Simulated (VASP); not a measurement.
# MnO in VASP: notebook, part 2 of 2

VASP 6.6.1.

### 3 Electric field gradients, PBE, collinear spin, ferromagnetic start (equal xy, yz and zx shear strains of -1 %)

Contents of INCAR:

```
SYSTEM = MnO
  PREC = Accurate
  ENCUT = 520
  EDIFF = 1E-8
  ISMEAR = -1
  SIGMA = 0.05
  LREAL = .FALSE.
  LASPH = .TRUE.
  NELM = 150
  ALGO = Normal
  ISIF = 2
  LWAVE = .FALSE.
  LCHARG = .FALSE.
  ISPIN = 2
  MAGMOM = 4 0
  LORBIT = 11
  LMAXMIX = 4
  GGA = PE
  LEFG = .TRUE.
  NBANDS = 20
```

Contents of KPOINTS:

```
regular mesh
0
G
  16 16 16
  0 0 0
```

Contents of POSCAR:

```
MnO
1.0
   -0.0222200000      2.2108900000      2.2108900000
    2.2108900000     -0.0222200000      2.2108900000
    2.2108900000      2.2108900000     -0.0222200000
Mn O
1 1
Direct
    0.0000000000      0.0000000000      0.0000000000
    0.5000000000      0.5000000000      0.5000000000
```

Potentials or basis: VASP PAW PBE potentials, release 64 (Mn_pv, O).

On the command line:

```sh
$ cat potpaw_PBE.64/Mn_pv/POTCAR potpaw_PBE.64/O/POTCAR > POTCAR
$ mpirun -np 1 vasp_std > vasp.out
```

OUTCAR:

```text
SYSTEM = MnO
   PREC = Accurate
   ENCUT = 520
   EDIFF = 1E-8
   ISMEAR = -1
   LREAL = .FALSE.
   LASPH = .TRUE.
   NELM = 150
   ISIF = 2
   ISPIN = 2
   LORBIT = 11
   GGA = PE

 ion  position               nearest neighbor table
   1  0.000  0.000  0.000-   2 2.22   2 2.22   2 2.22   2 2.22   2 2.22   2 2.22
   2  0.500  0.500  0.500-   1 2.22   1 2.22   1 2.22   1 2.22   1 2.22   1 2.22

  LATTYP: Found a trigonal (rhomboedric) cell.
 ALAT       =     3.1267495763
 COS(alpha) =     0.4899250057

  Lattice vectors:

 A1 = (  -0.0222200000,   2.2108900000,   2.2108900000)
 A2 = (   2.2108900000,  -0.0222200000,   2.2108900000)
 A3 = (   2.2108900000,   2.2108900000,  -0.0222200000)

Analysis of symmetry for initial positions (statically):
=====================================================================
 Subroutine PRICEL returns:
 Original cell was already a primitive cell.

 Routine SETGRP: Setting up the symmetry group for a
 trigonal (rhombohedral) supercell.

 Subroutine GETGRP returns: Found 12 space group operations
 (whereof 12 operations were pure point group operations)
 out of a pool of 12 trial point group operations.

The static configuration has the point symmetry D_3d.

Analysis of symmetry for dynamics (positions and initial velocities):
=====================================================================
 Subroutine PRICEL returns:
 Original cell was already a primitive cell.

 Routine SETGRP: Setting up the symmetry group for a
 trigonal (rhombohedral) supercell.

 Subroutine GETGRP returns: Found 12 space group operations
 (whereof 12 operations were pure point group operations)
 out of a pool of 12 trial point group operations.

The dynamic configuration has the point symmetry D_3d.

Analysis of structural, dynamic, and magnetic symmetry:
=====================================================================
 Subroutine PRICEL returns:
 Original cell was already a primitive cell.

 Routine SETGRP: Setting up the symmetry group for a
 trigonal (rhombohedral) supercell.

 Subroutine GETGRP returns: Found 12 space group operations
 (whereof 12 operations were pure point group operations)
 out of a pool of 12 trial point group operations.

The overall configuration has the point symmetry D_3d.

 Subroutine INISYM returns: Found 12 space group operations
 (whereof 12 operations are pure point group operations),
 and found     1 'primitive' translations

----------------------------------------------------------------------------------------

                                     Primitive cell

  volume of cell :      21.9396

  direct lattice vectors                    reciprocal lattice vectors
    -0.022220000  2.210890000  2.210890000    -0.222772164  0.225033810  0.225033810
     2.210890000 -0.022220000  2.210890000     0.225033810 -0.222772164  0.225033810
     2.210890000  2.210890000 -0.022220000     0.225033810  0.225033810 -0.222772164

  length of vectors
     3.126749576  3.126749576  3.126749576     0.388468620  0.388468620  0.388468620

  position of ions in fractional coordinates (direct lattice)
[... 104 lines left out ...]
   GGA     = PE    functional components
   LHFCALC =     F    Hartree Fock is set to
   AEXX    =    0.0000 exact exchange contribution
   IVDW    =     0    specifies the selected vdW correction
   LEPSILON=     F    determine dielectric tensor
   LRPA    =     F    only Hartree local field effects (RPA)
 spin polarized calculation
  energy-cutoff  :      520.00
  volume of cell :       21.94
 maximum number of plane-waves:       602
   NGX = 11   NGY = 11   NGZ = 11

 number of electron      18.9999991 magnetization       4.7615652

 Free energy of the ion-electron system (eV)
  ---------------------------------------------------
  ext. energy  EPLUGINS =         0.00000000
  ---------------------------------------------------
  free energy    TOTEN  =       -16.40496748 eV

  energy without entropy =      -16.39709982  energy(sigma->0) =      -16.40103365

 E-fermi :   7.5615     XC(G=0): -11.8714

 val. band max:        7.5600620178   @ k =  -0.4375   0.1875   0.1250
 cond. band min:       7.5684324823   @ k =  -0.3750   0.0625   0.0625
 fundamental gap:      0.0083704645
 Fermi energy:         7.5615470878

 spin component 1

 k-point     1 :       0.0000    0.0000    0.0000
  band No.  band energies     occupation
      1     -42.8211      1.00000
      2     -42.8173      1.00000
      3     -42.8173      1.00000
      4     -12.7265      1.00000
      5       3.7732      1.00000
      6       3.7732      1.00000
[... 541 lines left out ...]
     19      27.3582      0.00000
     20      28.6248      0.00000

 [... further k-points ...]

 spin component 2

 k-point     1 :       0.0000    0.0000    0.0000
  band No.  band energies     occupation
      1     -38.1661      1.00000
      2     -38.1589      1.00000
      3     -38.1589      1.00000
      4     -12.2871      1.00000
      5       4.1551      1.00000
      6       4.1551      1.00000
[... 541 lines left out ...]
     19      29.3088      0.00000
     20      30.7802      0.00000

 [... further k-points ...]
[... 5 lines left out ...]
  --------------------------------------------------------------------------------------
  -------------------------------------------------------------------------------------
  Total        0.0085268      0.0085268      0.0085268      0.0870752      0.0870752      0.0870752
  in kB        0.6226832      0.6226832      0.6226832      6.3588076      6.3588076      6.3588076
  external PRESSURE =       0.6226832 kB  Pullay stress =       0.0000000 kB

 VOLUME and BASIS-vectors are now :
 -----------------------------------------------------------------------------
  energy-cutoff  :      520.00
  volume of cell :       21.94
      direct lattice vectors                 reciprocal lattice vectors
    -0.022220000  2.210890000  2.210890000    -0.222772164  0.225033810  0.225033810
     2.210890000 -0.022220000  2.210890000     0.225033810 -0.222772164  0.225033810
     2.210890000  2.210890000 -0.022220000     0.225033810  0.225033810 -0.222772164

 POSITION                                       TOTAL-FORCE (eV/Angst)
 -----------------------------------------------------------------------------------
      0.00000      0.00000      0.00000         0.000000     -0.000000      0.000000
      2.19978      2.19978      2.19978        -0.000000      0.000000     -0.000000
 -----------------------------------------------------------------------------------
    total drift:                                0.000000     -0.000000     -0.000000

  FREE ENERGIE OF THE ION-ELECTRON SYSTEM (eV)
  ---------------------------------------------------
  free  energy   TOTEN  =       -16.4049674812 eV

  energy  without entropy=      -16.3970998237  energy(sigma->0) =      -16.40103365

 Electric field gradients (V/A^2)
---------------------------------------------------------------------
 ion       V_xx      V_yy      V_zz      V_xy      V_xz      V_yz
---------------------------------------------------------------------
   1      -0.000    -0.000     0.000     0.787     0.787     0.787
   2      -0.000    -0.000    -0.000    -1.966    -1.966    -1.966
---------------------------------------------------------------------

 Electric field gradients after diagonalization (V/A^2)
 (convention: |V_zz| > |V_xx| > |V_yy|)
----------------------------------------------------------------------
 ion       V_xx      V_yy      V_zz     asymmetry (V_yy - V_xx)/ V_zz
----------------------------------------------------------------------
   1      -0.787    -0.787     1.575       0.000
   2       1.966     1.966    -3.932       0.000
----------------------------------------------------------------------

           NMR quadrupolar parameters

 Cq : quadrupolar parameter    Cq=e*Q*V_zz/h
 eta: asymmetry parameters     (V_yy - V_xx)/ V_zz
 Q  : nuclear electric quadrupole moment in mb (millibarn)
----------------------------------------------------------------------
 ion       Cq(MHz)       eta       Q (mb)
----------------------------------------------------------------------
   1       0.004       0.000       1.000
   2      -0.010       0.000       1.000
----------------------------------------------------------------------

 total charge

# of ion       s       p       d       tot
------------------------------------------
    1        0.203   6.176   4.976  11.355
    2        1.561   3.415   0.000   4.976
--------------------------------------------------
tot          1.764   9.591   4.976  16.331

 magnetization (x)

# of ion       s       p       d       tot
------------------------------------------
    1        0.034   0.026   4.265   4.325
    2        0.030   0.170   0.000   0.201
--------------------------------------------------
tot          0.065   0.196   4.265   4.525
```

stdout:

```text
POSCAR found type information on POSCAR MnO
 POSCAR found :  2 types and       2 ions
 scaLAPACK will be used
 LDA part: xc-table for (Slater+PW92), standard interpolation
 POSCAR, INCAR and KPOINTS ok, starting setup
 FFT: planning ... GRIDC
 FFT: planning ... GRID_SOFT
 FFT: planning ... GRID
 WAVECAR not read
 entering main loop
ion   1

ion   2
```

It took 6.9 min on 1 thread of Intel Xeon 8259CL, shared host; peak memory 0.36 GiB.

What came out:

```yaml
Free_energy: -16.4050 eV
Pressure: 0.1 GPa
Net_moment: 4.76 μB per cell
Site_moments: Mn +4.33; O +0.20 μB
Largest_electric_field_gradient_by_atom: Mn +1.6; O -3.9 V/Å²
Valence_electrons_inside_the_program's_atomic_spheres: Mn 11.36; O 4.98
```

Levels at points of the mesh, in eV from the Fermi level:
Spin up:
```
           k point  band 8  band 9  band 10  band 11  band 12  band 13  band 14  band 15  band 16  band 17
(0.00, 0.00, 0.00)   -3.25   -3.25    -3.19    -2.70    -2.70    -0.52    13.97    16.22    16.22    16.59
(0.50, 0.00, 0.00)   -2.36   -2.32    -1.89     0.18     0.20     3.50     7.68    11.86    12.05    18.54
(0.50, 0.50, 0.00)   -4.23   -2.27    -2.06    -2.05    -1.93     5.02     7.81    10.41    13.55    13.77
(0.50, 0.50, 0.50)   -2.31   -2.31    -1.86     0.22     0.22     3.40     7.90    11.68    11.68    18.31
```
Spin down:
```tsv
k point	band 3	band 4	band 5	band 6	band 7	band 8	band 9	band 10	band 11	band 12
(0.00, 0.00, 0.00)	-45.72	-19.85	-3.41	-3.41	-3.32	0.70	0.70	0.71	0.87	1.36
(0.50, 0.00, 0.00)	-45.73	-18.90	-7.40	-4.89	-4.80	1.87	1.91	2.01	3.61	3.63
(0.50, 0.50, 0.00)	-45.75	-18.92	-6.44	-4.40	-4.30	-0.85	1.94	2.14	2.39	2.39
(0.50, 0.50, 0.50)	-45.73	-18.87	-7.35	-4.93	-4.93	1.94	1.98	1.98	3.65	3.65
```

Electric field gradients, principal values (V/Å²):
```csv
atom,least,middle,greatest (by size)
1 Mn,-0.787,-0.787,1.575
2 O,1.966,1.966,-3.932
```

Caveat: the cell differs from its parent crystal (equal xy, yz and zx shear strains of -1 %); without QUAD_EFG the Cq values of the log hold for a quadrupole moment of 1 mb, not for the nuclei; a cell with one magnetic atom can't hold antiferromagnetic order, which such compounds often take; semilocal functionals often make such compounds metallic where correlation or magnetic order opens a gap, which also shifts bond lengths.
